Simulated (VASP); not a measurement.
A run of VASP 6.6.1 is set up as follows.

File POSCAR:

```
Ca
1.0
    0.0000000000      2.7132113001      2.7132113001
    2.7132113001      0.0000000000      2.7132113001
    2.7132113001      2.7132113001      0.0000000000
Ca
1
Direct
    0.0000000000      0.0000000000      0.0000000000
```

File INCAR.step1:

```
PREC     = Accurate       # precision mode
ENCUT    = 520            # plane-wave cutoff, eV
EDIFF    = 1E-5           # SCF threshold, eV
ISMEAR   = -1             # smearing method
SIGMA    = 0.1            # smearing width, eV
LREAL    = False          # projectors in reciprocal space
LASPH    = True           # aspherical terms in the spheres
NELM     = 60             # most SCF steps
ALGO     = Normal         # electronic algorithm
ISIF     = 2              # what is computed and relaxed
LWAVE    = True           # write WAVECAR
NBANDS   = 11             # bands
GGA      = PE             # functional
```

File INCAR.step2:

```
PREC     = Accurate       # precision mode
ENCUT    = 520            # plane-wave cutoff, eV
EDIFF    = 1E-7           # SCF threshold, eV
ISMEAR   = -1             # smearing method
SIGMA    = 0.1            # smearing width, eV
LREAL    = False          # projectors in reciprocal space
LASPH    = True           # aspherical terms in the spheres
NELM     = 60             # most SCF steps
ALGO     = Normal         # electronic algorithm
ISIF     = 2              # what is computed and relaxed
LWAVE    = False          # write WAVECAR
LCHARG   = True           # write CHGCAR
GGA      = PE             # functional
LHFCALC  = True           # exact exchange
HFSCREEN = 0.2079         # screening, 1/A
PRECFOCK = Normal       
LELF     = True           # ELF
LVHAR    = True         
NBANDS   = 11             # bands
ISTART   = 1
```

Contents of KPOINTS:

```
regular mesh
0
Gamma
  6 6 6
```

Potentials or basis: VASP PAW PBE potentials, release 64 (Ca_sv).

Run with:

```bash
$ cat potpaw_PBE.64/Ca_sv/POTCAR > POTCAR
$ cp INCAR.step1 INCAR
$ mpirun -np 1 vasp_std > vasp.out
$ cp INCAR.step2 INCAR
$ mpirun -np 1 vasp_std > vasp.out
```

(1) What does it give for the band gap on the k mesh?

(2) Predict the pressure.

Results:

(1) zero (bands 5 and 6 overlap by 0.39 eV).

(2) 1.7 GPa.

Caveat: the PAW data sets were made with another functional, which shifts forces and pressure a little.
